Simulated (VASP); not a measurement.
System: Mg7FeS8 (a cell with a defect).

```
S Mg Fe
1.0
     0.00000    5.18198    5.18198
     5.18198    0.00000    5.18198
     5.18198    5.18198    0.00000
S Mg Fe
8 7 1
Direct
  0.75395 0.25258 0.25082
  0.24900 0.75113 0.75686
  0.25144 0.75056 0.24981
  0.74260 0.25245 0.75095
  0.24623 0.25328 0.75502
  0.74608 0.74827 0.25626
  0.24815 0.24868 0.25387
  0.75128 0.75465 0.74741
  0.00216 0.00097 0.99693
  0.00544 0.99766 0.49716
  0.50147 0.50333 0.99609
  0.99831 0.50782 0.00245
  0.50150 0.99324 0.50199
  0.49832 0.99883 0.99669
  0.00199 0.49762 0.50407
  0.49628 0.49832 0.50391
```

Base run:

```yaml
Program: VASP 6.6.1
Functional: PBE0
Potentials_or_basis: VASP PAW PBE potentials, release 64 (S, Mg, Fe)
Cutoff: 400 eV
k_mesh: 2 × 2 × 2, shifted
Occupations: fermi-dirac, width 0.05 eV
Spin: no spin polarisation
```

Its results: band gap on the k mesh 4.05 eV; pressure -2.5 GPa; largest force 0.854 eV/Å.

Problem. The run is repeated on the same cell with these changes: functional from PBE0 to PBEsol. What comes out?

Solution. Band gap on the k mesh 0.30 eV; pressure -3.7 GPa; largest force 1.050 eV/Å.

Caveats: the PAW data sets were made with another functional, which shifts forces and pressure a little; semilocal functionals underestimate gaps, and a narrow one can read as zero (at least some runs).

A k mesh can miss the band edges.
